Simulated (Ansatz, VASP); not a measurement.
## BP in VASP and in Ansatz

Contents of INCAR:

```
SYSTEM = BP
PREC = Accurate ; ENCUT = 520
EDIFF = 1E-8 ; ISMEAR = -1
SIGMA = 0.08 ; LREAL = .FALSE.
LASPH = .TRUE. ; NELM = 80
ALGO = Normal ; ISIF = 2
LWAVE = .FALSE. ; LCHARG = .FALSE.
GGA = PE ; LEFG = .TRUE.
NBANDS = 11
```

KPOINTS

```
regular mesh
0
G
  13 13 11
  0 0 0
```

The input POSCAR:

```
BP
1.0
    2.9893735393      0.0000000000      0.0000000000
   -1.4946867696      2.5888734264      0.0000000000
    0.0000000000      0.0000000000      2.6439321342
B P
1 1
Direct
    0.0000000000      0.0000000000      0.0000000000
    0.3333333333      0.6666666667      0.5000000000
```

Input for Ansatz:

```yaml
crystal:
  lattice:
    - [2.9893735393, 0.0, 0.0]
    - [-1.4946867696, 2.5888734264, 0.0]
    - [0.0, 0.0, 2.6439321342]
  atoms:
    - { symbol: B, position: [0.0, 0.0, 0.0] }
    - { symbol: P, position: [0.3333333333, 0.6666666667, 0.5] }
kpoints:
  mp_grid: { grid: [13, 13, 11] }
scf:
  occupations: { method: fermi_dirac, width: 0.08 }
hamiltonian:
  xc: pbe
  pseudopotentials: { kind: paw }
output:
  forces: true
  stress: true
  eigenvalues: true
  efg: { contact_densities: true }
```

Change from the starting cell: volume scaled by 0.98, PAW files.

Alike in both runs: task electric field gradients; functional PBE; k mesh 13 × 13 × 11; occupations fermi-dirac, width 0.08 eV; no spin polarisation.

|  | VASP | Ansatz |
| --- | --- | --- |
| version | VASP 6.6.1 | Ansatz 0.2.0 |
| potentials or method | VASP PAW PBE potentials, release 64 (B, P) | PAW with Ansatz's default frozen-core files, scalar-relativistic |
| plane-wave cutoff (eV) | 520 | 420 |
| valence electrons in the cell | 8 | 8 |

|  | VASP | Ansatz | Ansatz less VASP |
| --- | --- | --- | --- |
| pressure (GPa) | 2.8 | 3.1 | +0.26 |
| traceless stress, the component that is largest in VASP (GPa) | 0.08 | 0.10 | +0.016 |
| size of Vzz on the site where it differs most (V/Å²) | 24.7 | 24.2 | -0.59 |
